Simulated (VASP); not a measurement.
# AlN in VASP: a series of runs

AlN is run at these levels: PBEsol; tasks: single point.

All numbers are computed with VASP 6.6.1; they aren't measurements. Logs are shortened: lines on timing, memory, paths and dates and some standing lists are left out, and cuts for length are marked.

## 1. The cell of the first run

The cell holds a slab with vacuum, 12 atoms: a = 3.114 Å, b = 3.114 Å, c = 28.047 Å, α = 90.00°, β = 90.00°, γ = 120.00°.

## 2. Single point, PBEsol

INCAR

```
SYSTEM = AlN
  ALGO = Normal
  DIPOL = 0.5 0.5 0.500
  EDIFF = 1E-7
  ENCUT = 520
  GGA = PS
  IDIPOL = 3
  ISIF = 2
  ISMEAR = 0
  LASPH = .True.
  LCHARG = .False.
  LDIPOL = .True.
  LREAL = .False.
  LWAVE = .False.
  NBANDS = 36
  NELM = 80
  PREC = Accurate
  SIGMA = 0.05
```

KPOINTS

```
k-points
0
Gamma
  9 9 1
  0 0 0
```

POSCAR

```
AlN
1.0
    3.1136926466      0.0000000000      0.0000000000
   -1.5568463233      2.6965369316      0.0000000000
    0.0000000000      0.0000000000     28.0466650089
N Al
6 6
Direct
    0.3333333333      0.6666666667      0.2809257098
    0.6666666667      0.3333333333      0.3625384870
    0.3333333333      0.6666666667      0.4476555211
    0.6666666667      0.3333333333      0.5343345693
    0.3333333333      0.6666666667      0.6211369492
    0.6666666667      0.3333333333      0.7086401640
    0.6666666667      0.3333333333      0.2908305970
    0.3333333333      0.6666666667      0.3768242214
    0.6666666667      0.3333333333      0.4637181710
    0.3333333333      0.6666666667      0.5505140287
    0.6666666667      0.3333333333      0.6373811757
    0.3333333333      0.6666666667      0.7255004059
```

Potentials or basis: VASP PAW PBE potentials, release 64 (N, Al).

The run is started by

```bash
$ cat potpaw_PBE.64/N/POTCAR potpaw_PBE.64/Al/POTCAR > POTCAR
$ mpirun -np 1 vasp_std > vasp.out
```

OUTCAR:

```text
SYSTEM = AlN
   EDIFF = 1E-7
   ENCUT = 520
   GGA = PS
   ISIF = 2
   ISMEAR = 0
   LASPH = .True.
   LREAL = .False.
   NELM = 80
   PREC = Accurate

 ion  position               nearest neighbor table
   1  0.333  0.667  0.281-   7 1.82   7 1.82   7 1.82
   2  0.667  0.333  0.363-   8 1.84   8 1.84   8 1.84   7 2.01
   3  0.333  0.667  0.448-   9 1.85   9 1.85   9 1.85   8 1.99
   4  0.667  0.333  0.534-  10 1.85  10 1.85  10 1.85   9 1.98
   5  0.333  0.667  0.621-  11 1.85  11 1.85  11 1.85  10 1.98
   6  0.667  0.333  0.709-  12 1.86  12 1.86  12 1.86  11 2.00
   7  0.667  0.333  0.291-   1 1.82   1 1.82   1 1.82   2 2.01   8 3.01   8 3.01   8 3.01
   8  0.333  0.667  0.377-   2 1.84   2 1.84   2 1.84   3 1.99   7 3.01   7 3.01   7 3.01   9 3.03
                             9 3.03   9 3.03
   9  0.667  0.333  0.464-   3 1.85   3 1.85   3 1.85   4 1.98  10 3.03  10 3.03  10 3.03   8 3.03
                             8 3.03   8 3.03
  10  0.333  0.667  0.551-   4 1.85   4 1.85   4 1.85   5 1.98   9 3.03   9 3.03   9 3.03  11 3.03
                            11 3.03  11 3.03
  11  0.667  0.333  0.637-   5 1.85   5 1.85   5 1.85   6 2.00  10 3.03  10 3.03  10 3.03  12 3.06
                            12 3.06  12 3.06
  12  0.333  0.667  0.726-   6 1.86   6 1.86   6 1.86  11 3.06  11 3.06  11 3.06

  LATTYP: Found a hexagonal cell.
 ALAT       =     3.1136926466
 C/A-ratio  =     9.0075252095

  Lattice vectors:

 A1 = (   3.1136926466,   0.0000000000,   0.0000000000)
 A2 = (  -1.5568463233,   2.6965369316,   0.0000000000)
 A3 = (   0.0000000000,   0.0000000000,  28.0466650089)

Analysis of symmetry for initial positions (statically):
=====================================================================
 Subroutine PRICEL returns:
 Original cell was already a primitive cell.

 Routine SETGRP: Setting up the symmetry group for a
 hexagonal supercell.

 Subroutine GETGRP returns: Found  6 space group operations
 (whereof  6 operations were pure point group operations)
 out of a pool of 24 trial point group operations.

The static configuration has the point symmetry C_3v.

Analysis of symmetry for dynamics (positions and initial velocities):
=====================================================================
 Subroutine PRICEL returns:
 Original cell was already a primitive cell.

 Routine SETGRP: Setting up the symmetry group for a
 hexagonal supercell.

 Subroutine GETGRP returns: Found  6 space group operations
 (whereof  6 operations were pure point group operations)
 out of a pool of 24 trial point group operations.

The dynamic configuration has the point symmetry C_3v.

[... 127 lines left out ...]
  Fermi-wavevector in a.u.,A,eV,Ry     =   0.963461  1.820677 12.629704  0.928257
  Thomas-Fermi vector in A             =   2.093008
   LORBIT       =      0    0 simple, 1 ext, 2 COOP (PROOUT), +10 PAW based schemes
   GGA     = PS    functional components
   LHFCALC =     F    Hartree Fock is set to
   AEXX    =    0.0000 exact exchange contribution
   IVDW    =     0    specifies the selected vdW correction
   LEPSILON=     F    determine dielectric tensor
   LRPA    =     F    only Hartree local field effects (RPA)
 non-spin polarized calculation
 Gauss-broadening in eV      SIGMA  =   0.05
  energy-cutoff  :      520.00
  volume of cell :      235.49
 maximum number of plane-waves:      6370
 NGX is ok and might be reduce to    24
   NGX = 11   NGY = 11   NGZ =105

 dipolmoment           0.000000      0.000000      0.060332 electrons x Angstroem

 number of electron      47.9999992 magnetization

 dipolmoment           0.000000      0.000000     -0.111336 electrons x Angstroem

 Free energy of the ion-electron system (eV)
  ---------------------------------------------------
  ext. energy  EPLUGINS =         0.00000000
  ---------------------------------------------------
  free energy    TOTEN  =       -90.19732174 eV

  energy without entropy =      -90.18090693  energy(sigma->0) =      -90.18911434

 E-fermi :   1.7207     XC(G=0):  -6.4936

 val. band max:        1.7056511539   @ k =   0.2222   0.0000   0.0000
 cond. band min:       1.7209599430   @ k =   0.2222   0.1111   0.0000
 fundamental gap:      0.0153087891
 Fermi energy:         1.7207318744

 k-point     1 :       0.0000    0.0000    0.0000
  band No.  band energies     occupation
      1     -16.2535      2.00000
      2     -15.2725      2.00000
      3     -14.4636      2.00000
      4     -13.7734      2.00000
      5     -12.9261      2.00000
      6     -11.5441      2.00000
[... 457 lines left out ...]
     35       9.6391      0.00000
     36       9.7131      0.00000

------------------------ aborting loop because EDIFF is reached ----------------------------------------

 vacuum level on the upper side and lower side of the slab       (xc-potential included)        -1.358         1.095

  FORCE on cell =-STRESS in cart. coord.  units (eV):
  Direction    XX          YY          ZZ          XY          YZ          ZX
  --------------------------------------------------------------------------------------
  -------------------------------------------------------------------------------------
  Total        5.7658684      5.7658684     -0.0861546     -0.0000000      0.0000000      0.0000000
  in kB       39.2294270     39.2294270     -0.5861727     -0.0000000      0.0000000      0.0000000
  external PRESSURE =      25.9575604 kB  Pullay stress =       0.0000000 kB

 VOLUME and BASIS-vectors are now :
 -----------------------------------------------------------------------------
  energy-cutoff  :      520.00
  volume of cell :      235.49
      direct lattice vectors                 reciprocal lattice vectors
     3.113692647  0.000000000  0.000000000     0.321162078  0.185423012  0.000000000
    -1.556846323  2.696536932  0.000000000     0.000000000  0.370846024  0.000000000
     0.000000000  0.000000000 28.046665009     0.000000000  0.000000000  0.035654863

 POSITION                                       TOTAL-FORCE (eV/Angst)
 -----------------------------------------------------------------------------------
     -0.00000      1.79769      7.87903        -0.000000      0.000000     -0.005002
      1.55685      0.89885     10.16800         0.000000     -0.000000     -0.005682
     -0.00000      1.79769     12.55524        -0.000000      0.000000     -0.004228
      1.55685      0.89885     14.98630        -0.000000      0.000000     -0.006881
     -0.00000      1.79769     17.42082        -0.000000      0.000000     -0.012543
      1.55685      0.89885     19.87499         0.000000      0.000000     -0.002676
      1.55685      0.89885      8.15683        -0.000000      0.000000      0.005739
     -0.00000      1.79769     10.56866        -0.000000      0.000000      0.004043
      1.55685      0.89885     13.00575         0.000000     -0.000000      0.007622
     -0.00000      1.79769     15.44008         0.000000     -0.000000      0.011252
      1.55685      0.89885     17.87642        -0.000000     -0.000000      0.011034
     -0.00000      1.79769     20.34787        -0.000000      0.000000     -0.002679
 -----------------------------------------------------------------------------------
    total drift:                                0.000000      0.000001      0.000271

  FREE ENERGIE OF THE ION-ELECTRON SYSTEM (eV)
  ---------------------------------------------------
  free  energy   TOTEN  =       -90.1973217375 eV

  energy  without entropy=      -90.1809069346  energy(sigma->0) =      -90.18911434

 vacuum level on the upper side and lower side of the slab         5.507         7.981
```

OSZICAR:

```text
N       E                     dE             d eps       ncg     rms          rms(c)
DAV:   1     0.297751031590E+03    0.29775E+03   -0.20291E+04   872   0.111E+03
DAV:   2    -0.630332992268E+02   -0.36078E+03   -0.34298E+03  1212   0.253E+02
DAV:   3    -0.106043367178E+03   -0.43010E+02   -0.42532E+02  1076   0.912E+01
DAV:   4    -0.107371856890E+03   -0.13285E+01   -0.13255E+01  1104   0.198E+01
[... 28 lines left out ...]
DAV:  33    -0.901973180087E+02   -0.46526E-05   -0.64065E-07  1028   0.385E-03    0.384E-03
DAV:  34    -0.901973195897E+02   -0.15810E-05   -0.13487E-07   852   0.269E-03    0.422E-03
DAV:  35    -0.901973212404E+02   -0.16507E-05   -0.33339E-07   880   0.359E-03    0.955E-04
DAV:  36    -0.901973216583E+02   -0.41786E-06   -0.96527E-08   788   0.158E-03    0.806E-04
DAV:  37    -0.901973217375E+02   -0.79211E-07   -0.97306E-09   736   0.590E-04
   1 F= -.90197322E+02 E0= -.90189114E+02  d E =-.164148E-01
```

It took 3 min on 1 thread of Intel Xeon Platinum 8488C (Sapphire Rapids), shared host; peak memory 0.36 GiB.

What came out:

```yaml
Free_energy: -90.1973 eV
Largest_force: 0.013 eV/Å
Band_gap_on_the_k_mesh: zero (band 24 reaches 1.74 eV, above the bottom of band 25 at 1.43 eV)
```

Forces in eV/Å, atoms in the order of the input:
```
N    0.000  0.000 -0.005
N    0.000  0.000 -0.006
N    0.000  0.000 -0.004
N    0.000  0.000 -0.007
N    0.000  0.000 -0.013
N    0.000  0.000 -0.003
Al   0.000  0.000  0.006
Al   0.000  0.000  0.004
Al   0.000  0.000  0.008
Al   0.000  0.000  0.011
Al   0.000  0.000  0.011
Al   0.000  0.000 -0.003
```

Levels at points of the mesh, in eV from the Fermi level:
```
           k point  band 21  band 22  band 23  band 24  band 25  band 26  band 27  band 28
(0.00, 0.00, 0.00)    -1.39    -0.95    -0.50    -0.50    -0.29     2.48     3.32     4.08
```

Caveat: the PAW data sets were made with another functional, which shifts forces and pressure a little.

## 3. Single point, PBEsol

INCAR

```
ALGO = Normal
EDIFF = 1E-6
ENCUT = 520
GGA = PS
ISIF = 2
ISMEAR = 0
LASPH = True
LCHARG = False
LREAL = False
LWAVE = False
NBANDS = 36
NELM = 60
PREC = Accurate
SIGMA = 0.05
```

KPOINTS

```
k-points
0
Gamma
  9 9 1
```

POSCAR

```
AlN
1.0
    3.1136926466      0.0000000000      0.0000000000
   -1.5568463233      2.6965369316      0.0000000000
    0.0000000000      0.0000000000     28.0466650089
N Al
6 6
Direct
    0.3333333333      0.6666666667      0.2674114729
    0.6666666667      0.3333333333      0.3562529901
    0.3333333333      0.6666666667      0.4450945074
    0.6666666667      0.3333333333      0.5339360246
    0.3333333333      0.6666666667      0.6227775418
    0.6666666667      0.3333333333      0.7116190591
    0.6666666667      0.3333333333      0.2883809409
    0.3333333333      0.6666666667      0.3772224582
    0.6666666667      0.3333333333      0.4660639754
    0.3333333333      0.6666666667      0.5549054926
    0.6666666667      0.3333333333      0.6437470099
    0.3333333333      0.6666666667      0.7325885271
```

Potentials or basis: VASP PAW PBE potentials, release 64 (N, Al).

The run is started by

```bash
$ cat potpaw_PBE.64/N/POTCAR potpaw_PBE.64/Al/POTCAR > POTCAR
$ mpirun -np 1 vasp_std > vasp.out
```

Run time: 6.2 min. Hardware: 1 thread of Intel Xeon Platinum 8488C (Sapphire Rapids), shared host; peak memory 0.37 GiB.

It converged, with:

```
Free energy            : -89.7888 eV
Largest force          : 1.980 eV/Å
Band gap on the k mesh : zero (band 24 reaches 1.54 eV, above the bottom of band 25 at 1.24 eV)
```

Forces on the atoms (eV/Å):
```
N    0.000  0.000  1.714
N    0.000  0.000  0.845
N    0.000  0.000  0.696
N    0.000  0.000  0.685
N    0.000  0.000  0.656
N    0.000  0.000  0.394
Al   0.000  0.000 -1.980
Al   0.000  0.000 -0.796
Al   0.000  0.000 -0.700
Al   0.000  0.000 -0.688
Al   0.000  0.000 -0.851
Al   0.000  0.000  0.024
```

Levels at points of the mesh, in eV from the Fermi level:
| k point | band 21 | band 22 | band 23 | band 24 | band 25 | band 26 | band 27 | band 28 |
| --- | --- | --- | --- | --- | --- | --- | --- | --- |
| (0.00, 0.00, 0.00) | -1.22 | -1.01 | -0.50 | 0.09 | 0.09 | 2.48 | 3.39 | 3.99 |

Caveat: the PAW data sets were made with another functional, which shifts forces and pressure a little.
